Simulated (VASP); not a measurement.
P, 1 atom in the cell. Symmetry: P4/mmm, No. 123, tetragonal system. Conventional cell: a = 4.273 Å, b = 4.273 Å, c = 4.378 Å, α = 90.00°, β = 90.00°, γ = 90.00°. Within 5.6 Å of P (site symmetry 4/mmm) lie 6 P at 4.27 to 4.38 Å. 

| Property | Result |
| --- | --- |
| Program | VASP 6.6.1 |
| Task | single point |
| Functional | PBE |
| Dispersion | D3(BJ) |
| Potentials or basis | VASP PAW PBE potentials, release 64 (P) |
| Cutoff | 520 eV |
| k mesh | 12 × 12 × 12 |
| Occupations | gaussian, width 0.15 eV |
| Spin | no spin polarisation |
| Dipole correction | no |
| Further INCAR settings | ALGO = Normal; EDIFF = 1e-06; NBANDS = 8 |

Potentials or basis: VASP PAW PBE potentials, release 64 (P).

The run is started by

```bash
$ cat potpaw_PBE.64/P/POTCAR > POTCAR
$ mpirun -np 1 vasp_std > vasp.out
```

Hardware: 1 thread of Intel(R) Xeon(R) 6975P-C (Granite Rapids), on a shared host.

Problem. How long does it take, and how much memory?

Solution. Wall time 24 s on 1 thread of Intel(R) Xeon(R) 6975P-C (Granite Rapids), on a shared host, peak memory 0.25 GiB. Counts: scf iterations 11, k points 196.
